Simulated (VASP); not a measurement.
Here is a VASP 6.6.1 calculation.

The input INCAR:

```
SYSTEM = Sb
ALGO     = Normal         ! electronic algorithm
EDIFF    = 1E-7           ! SCF threshold, eV
ENCUT    = 520            ! plane-wave cutoff, eV
GGA      = PE             ! functional
ISIF     = 2              ! what is computed and relaxed
ISMEAR   = -1             ! smearing method
LASPH    = .True.         ! aspherical terms in the spheres
LCHARG   = .False.        ! write CHGCAR
LREAL    = .False.        ! projectors in reciprocal space
LWAVE    = .False.        ! write WAVECAR
NBANDS   = 12             ! bands
NELM     = 60             ! most SCF steps
PREC     = Accurate       ! precision mode
SIGMA    = 0.06122561905347299 ! smearing width, eV
```

Contents of KPOINTS:

```
k-points
0
Gamma
  27 27 27
  0 0 0
```

POSCAR

```
Sb
1.0
    0.0000000000      3.5659426387      3.5659426387
    3.5659426387      0.0000000000      3.5659426387
    3.5659426387      3.5659426387      0.0000000000
Sb
2
Direct
    0.0000000000      0.0000000000      0.0000000000
    0.2500000000      0.2500000000      0.2500000000
```

Potentials or basis: VASP PAW PBE potentials, release 64 (Sb).

The run is started by

```bash
$ cat potpaw_PBE.64/Sb/POTCAR > POTCAR
$ mpirun -np 1 vasp_std > vasp.out
```

Predict the pressure.

-1.7 GPa.

What does it give for the band gap on the k mesh?

Zero (band 5 reaches 3.87 eV, above the bottom of band 6 at 2.97 eV).

Caveat: spin-orbit coupling is left out, which moves the levels of the heavy elements.
